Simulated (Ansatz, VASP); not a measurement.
## ZnS in VASP and in Ansatz

```
Zn S
1.0
    -3.81100    0.00000    0.00000
    -1.90550   -3.30042    0.00000
    -1.90531   -1.10003   12.46800
Zn S
4 4
Cartesian
  -1.9055 -1.1001 8.1510
  -1.9055 -1.1001 1.9170
  -3.8110 -2.2003 11.2680
  -3.8110 -2.2003 5.0340
  -1.9055 -1.1001 10.5510
  -1.9055 -1.1001 4.3170
  -3.8110 -2.2003 1.2000
  -3.8110 -2.2003 7.4340
```

Alike in both runs: task single point; functional PBE; k mesh 8 × 8 × 3; occupations gaussian, width 0.05 eV; no spin polarisation.

```csv
,VASP,Ansatz
version,VASP 6.6.1,Ansatz 0.2.0
potentials or method,"VASP PAW PBE potentials, release 64 (Zn, S), cutoff 520 eV","scalar-relativistic, plane waves, PAW"
valence electrons in the cell,72,72
```

|  | VASP | Ansatz | Ansatz less VASP |
| --- | --- | --- | --- |
| gap on the k mesh at the Fermi level (eV) | 1.68 | 1.68 | 0.000 |
| least direct gap on the mesh (eV) | 1.68 | 1.68 | 0.000 |
| pressure (GPa) | 1.9 | 1.7 | -0.14 |
| traceless stress, the component that is largest in VASP (GPa) | -0.52 | -0.47 | +0.045 |
| rms of the force components (eV/Å) | 0.156 | 0.153 | -0.0035 |

Atom by atom the forces differ by 0.004 eV/Å (rms over components).
